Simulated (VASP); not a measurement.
# ZrNb2N3 in VASP: a series of runs

ZrNb2N3 is run at these levels: PBE; tasks: single point, relaxation of cell and atoms.

All numbers are computed with VASP 6.6.1; they aren't measurements. Logs are shortened: lines on timing, memory, paths and dates and some standing lists are left out, and cuts for length are marked.

**1. The cell of the first run**

The typed cell holds 6 atoms: a = 4.509 Å, b = 4.509 Å, c = 4.208 Å, α = 90.00°, β = 90.00°, γ = 120.00°.

The cell was built from a structure type or drawn by symmetry, and may not be a known phase.

**2. Single point, PBE**

Input file INCAR:

```
PREC = Accurate
ENCUT = 600
EDIFF = 1E-6
ISMEAR = 0
SIGMA = 0.15
LREAL = F
LASPH = T
NELM = 120
ALGO = Normal
ISIF = 2
LWAVE = F
LCHARG = F
GGA = PE
NBANDS = 36
GGA_COMPAT = F
```

Input file KPOINTS:

```
regular mesh
0
Gamma
  4 4 2
```

Input file POSCAR:

```
ZrNb2N3
1.0
    4.5088182159      0.0000000000      0.0000000000
   -2.2544091080      3.9047511160      0.0000000000
    0.0000000000      0.0000000000      4.2077963325
Zr Nb N
1 2 3
Direct
    0.0000000000      0.0000000000      0.4997391224
    0.3333333333      0.6666666667      1.0000628234
    0.6666666667      0.3333333333      1.0000628234
    0.0000000000      0.0000000000      0.9996360792
    0.3333333333      0.6666666667      0.4997292707
    0.6666666667      0.3333333333      0.4997292707
```

Potentials or basis: VASP PAW PBE potentials, release 64 (Zr_sv, Nb_sv, N).

The run is started by

```
> cat potpaw_PBE.64/Zr_sv/POTCAR potpaw_PBE.64/Nb_sv/POTCAR potpaw_PBE.64/N/POTCAR > POTCAR
> mpirun -np 1 vasp_std > vasp.out
```

OUTCAR:

```text
PREC = Accurate
   ENCUT = 600
   EDIFF = 1E-6
   ISMEAR = 0
   LREAL = F
   LASPH = T
   NELM = 120
   ISIF = 2
   GGA = PE

 ion  position               nearest neighbor table
   1  0.000  0.000  0.500-   4 2.10   4 2.10   6 2.60   5 2.60   6 2.60   5 2.60   6 2.60   5 2.60
                             2 3.35   3 3.35   2 3.35   3 3.35   3 3.35   2 3.35   2 3.35   3 3.35
   2  0.333  0.667  0.000-   5 2.10   5 2.11   3 2.60   3 2.60   3 2.60   1 3.35   1 3.35   1 3.35
                             1 3.35   1 3.35   1 3.35
   3  0.667  0.333  0.000-   6 2.10   6 2.11   2 2.60   2 2.60   2 2.60   1 3.35   1 3.35   1 3.35
                             1 3.35   1 3.35   1 3.35
   4  0.000  0.000  1.000-   1 2.10   1 2.10
   5  0.333  0.667  0.500-   2 2.10   2 2.11   1 2.60   1 2.60   1 2.60
   6  0.667  0.333  0.500-   3 2.10   3 2.11   1 2.60   1 2.60   1 2.60

  LATTYP: Found a hexagonal cell.
 ALAT       =     4.5088182159
 C/A-ratio  =     0.9332370770

  Lattice vectors:

 A1 = (   4.5088182159,   0.0000000000,   0.0000000000)
 A2 = (  -2.2544091080,   3.9047511160,   0.0000000000)
 A3 = (   0.0000000000,   0.0000000000,   4.2077963325)

Analysis of symmetry for initial positions (statically):
=====================================================================
 Subroutine PRICEL returns:
 Original cell was already a primitive cell.

 Routine SETGRP: Setting up the symmetry group for a
 hexagonal supercell.

 Subroutine GETGRP returns: Found 12 space group operations
 (whereof 12 operations were pure point group operations)
 out of a pool of 24 trial point group operations.

The static configuration has the point symmetry C_6v.

Analysis of symmetry for dynamics (positions and initial velocities):
=====================================================================
 Subroutine PRICEL returns:
 Original cell was already a primitive cell.

 Routine SETGRP: Setting up the symmetry group for a
 hexagonal supercell.

 Subroutine GETGRP returns: Found 12 space group operations
 (whereof 12 operations were pure point group operations)
 out of a pool of 24 trial point group operations.

The dynamic configuration has the point symmetry C_6v.

 Subroutine INISYM returns: Found 12 space group operations
 (whereof 12 operations are pure point group operations),
 and found     1 'primitive' translations

----------------------------------------------------------------------------------------

                                     Primitive cell

  volume of cell :      74.0817

[... 83 lines left out ...]
   IBRION =     -1    ionic relax: 0-MD 1-quasi-New 2-CG
   NFREE  =      0    steps in history (QN), initial steepest desc. (CG)
   ISIF   =      2    stress and relaxation
   ISYM   =      2    0-nonsym 1-usesym 2-fastsym
   POTIM  = 0.5000    time-step for ionic-motion
   TEBEG  =    0.0;   TEEND  =   0.0 temperature during run
   PSTRESS=    0.0 pullay stress
   NELECT =      53.0000    total number of electrons
   NUPDOWN=      -1.0000    fix difference up-down
   EMIN   =  10.00;   EMAX   =-10.00  energy-range for DOS
   EFERMI =   0.00;   METHOD = LEGACY
   ISMEAR =     0;   SIGMA  =   0.15  broadening in eV -4-tet -1-fermi 0-gaus
   EFERMI_NEDOS =   21; number of points for ismear=-14 and -15
   IALGO  =     38    algorithm
   IMIX   =      4    mixing-type and parameters
     AMIX     =   0.40;   BMIX     =  1.00
     AMIX_MAG =   1.60;   BMIX_MAG =  1.00
  volume/ion in A,a.u.               =      12.35        83.32
  Fermi-wavevector in a.u.,A,eV,Ry     =   1.464187  2.766912 29.168759  2.143843
  Thomas-Fermi vector in A             =   2.580193
   LORBIT       =      0    0 simple, 1 ext, 2 COOP (PROOUT), +10 PAW based schemes
   GGA     = PE    functional components
   LHFCALC =     F    Hartree Fock is set to
   AEXX    =    0.0000 exact exchange contribution
   IVDW    =     0    specifies the selected vdW correction
   LEPSILON=     F    determine dielectric tensor
   LRPA    =     F    only Hartree local field effects (RPA)
 non-spin polarized calculation
 Gauss-broadening in eV      SIGMA  =   0.15
  energy-cutoff  :      600.00
  volume of cell :       74.08
 maximum number of plane-waves:      2496
 NGX is ok and might be reduce to    36
   NGX = 17   NGY = 17   NGZ = 17

 number of electron      53.0000000 magnetization

 Free energy of the ion-electron system (eV)
  ---------------------------------------------------
  ext. energy  EPLUGINS =         0.00000000
  ---------------------------------------------------
  free energy    TOTEN  =       -55.19366639 eV

  energy without entropy =      -55.11019267  energy(sigma->0) =      -55.15192953

 E-fermi :  10.2547     XC(G=0): -12.4645

 val. band max:       10.2414616695   @ k =   0.2500   0.0000   0.0000
 cond. band min:      10.2929478460   @ k =   0.2500   0.2500   0.5000
 fundamental gap:      0.0514861765
 Fermi energy:        10.2546684435

 k-point     1 :       0.0000    0.0000    0.0000
  band No.  band energies     occupation
      1     -44.6608      2.00000
      2     -44.2267      2.00000
      3     -38.6815      2.00000
      4     -21.2864      2.00000
      5     -21.2864      2.00000
      6     -20.7873      2.00000
[... 301 lines left out ...]
     35      14.6890      0.00000
     36      15.3157      0.00000

------------------------ aborting loop because EDIFF is reached ----------------------------------------

  FORCE on cell =-STRESS in cart. coord.  units (eV):
  Direction    XX          YY          ZZ          XY          YZ          ZX
  --------------------------------------------------------------------------------------
  -------------------------------------------------------------------------------------
  Total        0.1178410      0.1178410     -0.0732971     -0.0000000      0.0000000      0.0000000
  in kB        2.5485685      2.5485685     -1.5852094     -0.0000000      0.0000000      0.0000000
  external PRESSURE =       1.1706426 kB  Pullay stress =       0.0000000 kB

 VOLUME and BASIS-vectors are now :
 -----------------------------------------------------------------------------
  energy-cutoff  :      600.00
  volume of cell :       74.08
      direct lattice vectors                 reciprocal lattice vectors
     4.508818216  0.000000000  0.000000000     0.221787606  0.128049134  0.000000000
    -2.254409108  3.904751116  0.000000000     0.000000000  0.256098269  0.000000000
     0.000000000  0.000000000  4.207796333     0.000000000  0.000000000  0.237654088

 POSITION                                       TOTAL-FORCE (eV/Angst)
 -----------------------------------------------------------------------------------
      0.00000      0.00000      2.10280         0.000000     -0.000000     -0.001711
     -0.00000      2.60317      0.00026        -0.000000     -0.000000     -0.007623
      2.25441      1.30158      0.00026         0.000000     -0.000000     -0.007623
      0.00000      0.00000      4.20627         0.000000     -0.000000      0.009590
     -0.00000      2.60317      2.10276        -0.000000     -0.000000      0.003683
      2.25441      1.30158      2.10276         0.000000      0.000000      0.003683
 -----------------------------------------------------------------------------------
    total drift:                                0.000000      0.000000     -0.000031

  FREE ENERGIE OF THE ION-ELECTRON SYSTEM (eV)
  ---------------------------------------------------
  free  energy   TOTEN  =       -55.1936663941 eV

  energy  without entropy=      -55.1101926688  energy(sigma->0) =      -55.15192953
```

stdout:

```text
POSCAR found type information on POSCAR ZrNbN
 POSCAR found :  3 types and       6 ions
 scaLAPACK will be used
 LDA part: xc-table for (Slater+PW92), standard interpolation
 POSCAR, INCAR and KPOINTS ok, starting setup
 FFT: planning ... GRIDC
 FFT: planning ... GRID_SOFT
 FFT: planning ... GRID
 WAVECAR not read
 entering main loop
```

Wall time 29 s (1 thread of AMD EPYC 7R13 (Zen 3), shared host); peak memory 0.18 GiB.

Results:

```yaml
Free_energy: -55.1937 eV
Pressure: 0.1 GPa
Largest_force: 0.010 eV/Å
Band_gap_on_the_k_mesh: zero (an odd number of electrons rules out a gap without spin polarisation)
```

Forces on the atoms (eV/Å):
```
Zr   0.000  0.000 -0.002
Nb   0.000  0.000 -0.008
Nb   0.000  0.000 -0.008
N    0.000  0.000  0.010
N    0.000  0.000  0.004
N    0.000  0.000  0.004
```

Stress tensor (GPa, compression positive):
```
 0.25  0.00  0.00
 0.00  0.25  0.00
 0.00  0.00 -0.16
```

Caveat: the k points lie up to 0.75 Å⁻¹ apart, too coarse for converged energies and pressures of a metal.

**3. Single point, PBE**

This run uses another cell than the first one, of 17.65 Å³/atom.

Input file INCAR:

```
SYSTEM = ZrNb2N3
PREC     = Accurate       ! precision mode
ENCUT    = 600            ! plane-wave cutoff, eV
EDIFF    = 1E-6           ! SCF threshold, eV
ISMEAR   = 0              ! smearing method
SIGMA    = 0.15           ! smearing width, eV
LREAL    = .False.        ! projectors in reciprocal space
LASPH    = .True.         ! aspherical terms in the spheres
NELM     = 120            ! most SCF steps
ALGO     = Normal         ! electronic algorithm
ISIF     = 2              ! what is computed and relaxed
LWAVE    = .False.        ! write WAVECAR
LCHARG   = .False.        ! write CHGCAR
GGA      = PE             ! functional
NBANDS   = 36             ! bands
GGA_COMPAT= .False.
```

Input file KPOINTS:

```
regular mesh
0
Gamma
  3 3 3
  0 0 0
```

Input file POSCAR:

```
ZrNb2N3
1.0
    5.5804789349     -0.0000000036      0.0000000000
   -2.7902394643      4.8328365247      0.0000000000
    0.0000000000      0.0000000000      3.9266612894
Zr Nb N
1 2 3
Direct
    0.0000000000      0.0000000000      0.5000000000
    0.3333333333      0.6666666667      0.5000000000
    0.6666666667      0.3333333333      0.5000000000
    0.3333333333      0.6666666667      0.0000000000
    0.6666666667      0.3333333333      0.0000000000
    0.0000000000      0.0000000000      0.0000000000
```

Potentials or basis: VASP PAW PBE potentials, release 64 (Zr_sv, Nb_sv, N).

The run is started by

```
> cat potpaw_PBE.64/Zr_sv/POTCAR potpaw_PBE.64/Nb_sv/POTCAR potpaw_PBE.64/N/POTCAR > POTCAR
> mpirun -np 1 vasp_std > vasp.out
```

OUTCAR:

```text
SYSTEM = ZrNb2N3
   PREC = Accurate
   ENCUT = 600
   EDIFF = 1E-6
   ISMEAR = 0
   LREAL = .False.
   LASPH = .True.
   NELM = 120
   ISIF = 2
   GGA = PE

 ion  position               nearest neighbor table
   1  0.000  0.000  0.500-   6 1.96   6 1.96   2 3.22   3 3.22   2 3.22   3 3.22   3 3.22   2 3.22

   2  0.333  0.667  0.500-   4 1.96   4 1.96   1 3.22   1 3.22   1 3.22
   3  0.667  0.333  0.500-   5 1.96   5 1.96   1 3.22   1 3.22   1 3.22
   4  0.333  0.667  0.000-   2 1.96   2 1.96
   5  0.667  0.333  0.000-   3 1.96   3 1.96
   6  0.000  0.000  0.000-   1 1.96   1 1.96

  LATTYP: Found a hexagonal cell.
 ALAT       =     5.5804789349
 C/A-ratio  =     0.7036423460

  Lattice vectors:

 A1 = (   5.5804789349,  -0.0000000036,   0.0000000000)
 A2 = (  -2.7902394643,   4.8328365247,   0.0000000000)
 A3 = (   0.0000000000,   0.0000000000,   3.9266612894)

Analysis of symmetry for initial positions (statically):
=====================================================================
 Subroutine PRICEL returns:
 Original cell was already a primitive cell.

[... 162 lines left out ...]
 cond. band min:       5.4629638190   @ k =   0.0000   0.0000   0.0000
 fundamental gap:      0.0969514144
 Fermi energy:         5.4240158508

 k-point     1 :       0.0000    0.0000    0.0000
  band No.  band energies     occupation
      1     -49.5060      2.00000
      2     -49.4695      2.00000
      3     -43.1135      2.00000
      4     -25.6609      2.00000
      5     -25.6609      2.00000
      6     -25.6068      2.00000
[... 223 lines left out ...]
     35       9.6248      0.00000
     36       9.6249      0.00000

------------------------ aborting loop because EDIFF is reached ----------------------------------------

  FORCE on cell =-STRESS in cart. coord.  units (eV):
  Direction    XX          YY          ZZ          XY          YZ          ZX
  --------------------------------------------------------------------------------------
  -------------------------------------------------------------------------------------
  Total        0.0671708      0.0671708      0.0201429      0.0000000     -0.0000000      0.0000000
  in kB        1.0162345      1.0162345      0.3047449      0.0000000     -0.0000000      0.0000000
  external PRESSURE =       0.7790713 kB  Pullay stress =       0.0000000 kB

 VOLUME and BASIS-vectors are now :
 -----------------------------------------------------------------------------
  energy-cutoff  :      600.00
  volume of cell :      105.90
      direct lattice vectors                 reciprocal lattice vectors
     5.580478935 -0.000000004  0.000000000     0.179196089  0.103458910  0.000000000
    -2.790239464  4.832836525  0.000000000     0.000000000  0.206917820  0.000000000
     0.000000000  0.000000000  3.926661289     0.000000000  0.000000000  0.254669279

 POSITION                                       TOTAL-FORCE (eV/Angst)
 -----------------------------------------------------------------------------------
      0.00000      0.00000      1.96333         0.000000      0.000000      0.000000
      0.00000      3.22189      1.96333        -0.000000      0.000000      0.000000
      2.79024      1.61095      1.96333        -0.000000     -0.000000      0.000000
      0.00000      3.22189      0.00000        -0.000000      0.000000      0.000000
      2.79024      1.61095      0.00000         0.000000     -0.000000      0.000000
      0.00000      0.00000      0.00000         0.000000      0.000000      0.000000
 -----------------------------------------------------------------------------------
    total drift:                               -0.000000      0.000000      0.000000

  FREE ENERGIE OF THE ION-ELECTRON SYSTEM (eV)
  ---------------------------------------------------
  free  energy   TOTEN  =       -49.2884397174 eV

  energy  without entropy=      -49.1962031524  energy(sigma->0) =      -49.24232143
```

stdout:

```text
POSCAR found type information on POSCAR ZrNbN
 POSCAR found :  3 types and       6 ions
 scaLAPACK will be used
 LDA part: xc-table for (Slater+PW92), standard interpolation
 POSCAR, INCAR and KPOINTS ok, starting setup
 FFT: planning ... GRIDC
 FFT: planning ... GRID_SOFT
 FFT: planning ... GRID
 WAVECAR not read
 entering main loop
```

It took 39 s on 1 thread of AMD EPYC 7R13 (Zen 3), shared host; peak memory 0.23 GiB.

Results:

* Free energy: -49.2884 eV
* Pressure: 0.1 GPa
* Band gap on the k mesh: zero (an odd number of electrons rules out a gap without spin polarisation)

Caveat: the k points lie up to 0.53 Å⁻¹ apart, too coarse for converged energies and pressures of a metal.

**4. Single point, PBE**

This run uses another cell than the first one, of 12.52 Å³/atom.

Input file INCAR:

```
  PREC = Accurate
  ENCUT = 600
  EDIFF = 1E-6
  ISMEAR = 0
  SIGMA = 0.15
  LREAL = F
  LASPH = T
  NELM = 120
  ALGO = Normal
  ISIF = 2
  LWAVE = F
  LCHARG = F
  GGA = PE
  NBANDS = 36
  GGA_COMPAT = F
```

Input file KPOINTS:

```
Automatic mesh
0
Gamma
  3 3 4
```

Input file POSCAR:

```
ZrNb2N3
1.0
    5.4847283532      0.0000000000      0.0000000000
   -2.7423641766      4.7499140867      0.0000000000
    0.0000000000      0.0000000000      2.8845024606
Zr Nb N
1 2 3
Direct
    0.0000000000      0.0000000000      0.0000000000
    0.6666666667      0.3333333333      0.0000000000
    0.3333333333      0.6666666667      0.0000000000
    0.5000000000      0.5000000000      0.5000000000
    0.5000000000      0.0000000000      0.5000000000
    0.0000000000      0.5000000000      0.5000000000
```

The run is started by

```
> cat potpaw_PBE.64/Zr_sv/POTCAR potpaw_PBE.64/Nb_sv/POTCAR potpaw_PBE.64/N/POTCAR > POTCAR
> mpirun -np 1 vasp_std > vasp.out
```

Run time: 36 s. Hardware: 1 thread of AMD EPYC 7R13 (Zen 3), shared host; peak memory 0.2 GiB.

Results (log left out):

```yaml
Free_energy: -56.7044 eV
Pressure: -0.4 GPa
Band_gap_on_the_k_mesh: zero (an odd number of electrons rules out a gap without spin polarisation)
```

Stress tensor (GPa, compression positive):
```
-0.27  0.00  0.00
 0.00 -0.27  0.00
 0.00  0.00 -0.72
```

Levels at points of the mesh, in eV from the Fermi level:
```tsv
k point	band 24	band 25	band 26	band 27	band 28	band 29	band 30	band 31
(0.00, 0.00, 0.00)	-2.46	-2.25	-2.00	-0.84	-0.84	1.11	1.11	1.45
(0.00, 0.00, 0.50)	-1.25	-0.92	-0.92	0.47	0.47	1.23	1.23	1.63
```

Caveat: the k points lie up to 0.54 Å⁻¹ apart, too coarse for converged energies and pressures of a metal.

[end of part 1 of 2]
